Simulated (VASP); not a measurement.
# AgH12O6F: single point with PBE+D3(BJ)

System: AgH12O6F.

```xyz
20
Lattice="5.6378 0.0000 0.0000 0.0000 5.6378 0.0000 0.0000 0.0000 5.6378" Properties=species:S:1:pos:R:3 pbc="T T T"
O     5.0290    5.2258    4.1463
O     1.5658    4.8989    0.4031
O     2.3086    2.6273    1.6453
O     1.2634    2.4873    4.0148
O     4.1686    3.0758    5.1559
O    -0.0367    1.3298    0.9411
H     4.7576    4.2873    4.5275
H     4.2790    5.2911    3.5570
H     2.2562    5.1776    1.0480
H     1.3083    3.9754    0.4583
H     2.9735    3.2380    1.1664
H     2.8347    1.7974    1.7428
H     1.6529    2.6622    3.1177
H     0.2564    2.4025    4.0034
H     4.7904    2.5935    5.6616
H     3.4528    2.5242    4.7312
H     0.8436    1.5640    1.1591
H    -0.0493    0.4244    0.7168
Ag    1.5806    5.3987    3.8184
F     2.9857    5.7448    2.2656
```

```
Program             : VASP 6.6.1
Task                : single point
Functional          : PBE
Dispersion          : D3(BJ)
Potentials or basis : VASP PAW PBE potentials, release 64 (O, H, Ag, F)
Cutoff              : 520 eV
k mesh              : 1 × 1 × 1
Occupations         : fermi-dirac, width 0.02 eV
Spin                : no spin polarisation
```

```yaml
Pressure: 3.2 GPa
Largest_force: 3.520 eV/Å
Dispersion_energy_per_atom: -0.058 eV
```

Forces in eV/Å, atoms in the order of the input:
```
O   -0.240 -1.395  0.950
O   -0.848  0.541 -1.120
O    1.876  0.847 -0.956
O   -0.813 -0.199  0.541
O   -2.731  1.349 -1.766
O   -2.470  2.357  0.364
H    0.538  1.308 -0.160
H   -0.750  0.914 -1.385
H    0.283 -0.068  0.805
H    0.334 -0.512  0.265
H   -1.171 -1.003  0.725
H   -0.082 -0.471  0.264
H   -0.675  0.096 -0.035
H    1.774  0.107 -0.475
H    1.546 -2.572  1.608
H    0.810  0.304  0.653
H    1.884  0.449  0.348
H    0.165 -2.079 -0.693
Ag  -0.205 -0.253  0.434
F    0.775  0.282 -0.369
```

Stress tensor (GPa, compression positive):
```
 1.88 -2.40  1.68
-2.40  3.36 -0.79
 1.68 -0.79  4.32
```

Levels at points of the mesh, in eV from the Fermi level:
```tsv
k point	band 31	band 32	band 33	band 34	band 35	band 36
(0.00, 0.00, 0.00)	-1.28	-0.89	-0.54	2.31	5.50	6.38
```

It took 17 s on 1 thread of Intel(R) Xeon(R) 6975P-C (Granite Rapids), with other jobs on the host, peak memory 0.24 GiB.

Caveat: the k points lie up to 1.11 Å⁻¹ apart; the atoms stand as in a frame of molecular dynamics.
